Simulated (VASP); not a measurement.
Write the native input for VASP 6.6.1 that does the following.

| Item | Value |
| --- | --- |
| Task | relaxation of cell and atoms |
| Functional | PBE |
| Potentials or basis | VASP PAW PBE potentials, release 64 (Si, As) |
| Cutoff | 600 eV |
| k mesh | 8 × 6 × 10 |
| Occupations | gaussian, width 0.1 eV |
| Spin | no spin polarisation |
| Dipole correction | no |
| Further INCAR settings | ALGO = Normal; EDIFF = 1e-06; IBRION = 2; EDIFFG = -0.01; NSW = 100; ISIF = 3 |

The structure of Si2As lies in POSCAR:

```
Si2As
1.0
    5.1516789906      0.0000000000      0.0000000000
    0.0000000000      6.3896129549      0.0000000000
    0.0000000000      0.0000000000      3.5440984408
Si As
4 2
Direct
    0.1723061471      0.3794048165      0.0000000000
    0.8276938529      0.6205951835      0.0000000000
    0.6723061471      0.1205951835      0.5000000000
    0.3276938529      0.8794048165      0.5000000000
    0.0000000000      0.0000000000      0.0000000000
    0.5000000000      0.5000000000      0.5000000000
```

One way to write it, as run:

INCAR

```
PREC = Accurate
ENCUT = 600
EDIFF = 1E-6
ISMEAR = 0
SIGMA = 0.1
LREAL = False
LASPH = True
NELM = 80
ALGO = Normal
ISIF = 3
LWAVE = False
LCHARG = False
GGA = PE
IBRION = 2
NSW = 100
EDIFFG = -0.01
```

KPOINTS

```
Automatic mesh
0
Gamma
  8 6 10
```

Potentials or basis: VASP PAW PBE potentials, release 64 (Si, As).

The run is started by

```sh
$ cat potpaw_PBE.64/Si/POTCAR potpaw_PBE.64/As/POTCAR > POTCAR
$ mpirun -np 1 vasp_std > vasp.out
```

It gave:

The relaxed volume is 19.34 Å³/atom and the relaxed cell is a = 5.150 Å, b = 6.467 Å, c = 3.483 Å, α = 90.00°, β = 90.00°, γ = 90.00°. The space group after relaxing (to 0.1 Å) is Pnnm (No. 58). The energy gained by relaxing is 2.9 meV/atom, the ionic steps are 11 and the pressure after relaxing is 0.0 GPa. The band gap on the k mesh is zero (bands 13 and 14 overlap by 3.78 eV).

Run time: 22 min on 1 thread of Intel Xeon 8259CL (shared host), peak memory 0.45 GiB.
